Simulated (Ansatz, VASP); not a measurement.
One calculation of Hf6Al2O15, two programs

```
Al Hf O
1.0
    10.36897    0.14913   -0.59100
     0.07150    4.92662    0.13750
    -0.28493    0.13826    5.12320
Al Hf O
2 6 15
Cartesian
  0.0491 1.0378 1.3162
  2.4606 1.7220 3.3225
  5.2910 1.5318 0.9231
  7.3755 1.6242 3.5995
  2.6353 3.5551 0.7109
  7.9103 3.8092 1.0771
  4.7465 3.9918 3.4147
  9.9520 3.8446 3.6370
  6.9324 0.5216 1.7465
  0.6018 -0.0705 5.4550
  5.5831 0.6330 4.2012
  3.7303 2.4489 2.2050
  8.7664 2.6224 2.4608
  3.7529 2.6448 4.6968
  9.0024 2.4395 4.9965
  1.2956 2.6274 4.3805
  6.3656 2.9549 4.8567
  1.3659 2.0483 1.8929
  6.2176 2.9217 2.2559
  4.2151 4.8217 1.5189
  9.7173 4.9508 1.9713
  2.9209 4.9681 3.9434
  8.3471 4.8891 4.4877
```

Alike in both runs: functional r2SCAN; k mesh 2 × 4 × 4; occupations gaussian, width 0.1 eV; no spin polarisation.

Ansatz relaxed the structure, and its values are those at the end. VASP's run is a single point on that final structure, the one shown.

```csv
,VASP,Ansatz
version,VASP 6.6.1,Ansatz 0.2.0
potentials or method,"VASP PAW PBE potentials, release 64 (Al, Hf_pv, O), cutoff 520 eV","scalar-relativistic, plane waves, PAW"
valence electrons in the cell,156,252
```

Ansatz gave:

```
gap on the k mesh at the Fermi level (eV) : 4.57
least direct gap on the mesh (eV)         : 4.88
pressure (GPa)                            : 0.0
rms of the force components (eV/Å)        : 0.006
```

**Question.** What did VASP give for the same quantities?

**Answer.** gap on the k mesh at the Fermi level (eV): 4.54; least direct gap on the mesh (eV): 4.84; pressure (GPa): -2.7; rms of the force components (eV/Å): 0.065.

VASP's potentials were made for PBE, not for r2SCAN. The functional is the same, so the differences come from potentials, cutoffs and numerics. VASP's potentials hold 156 valence electrons a cell and Ansatz's 252, so a difference there can come from the potentials and not from the codes.

Spin-orbit coupling is off throughout.
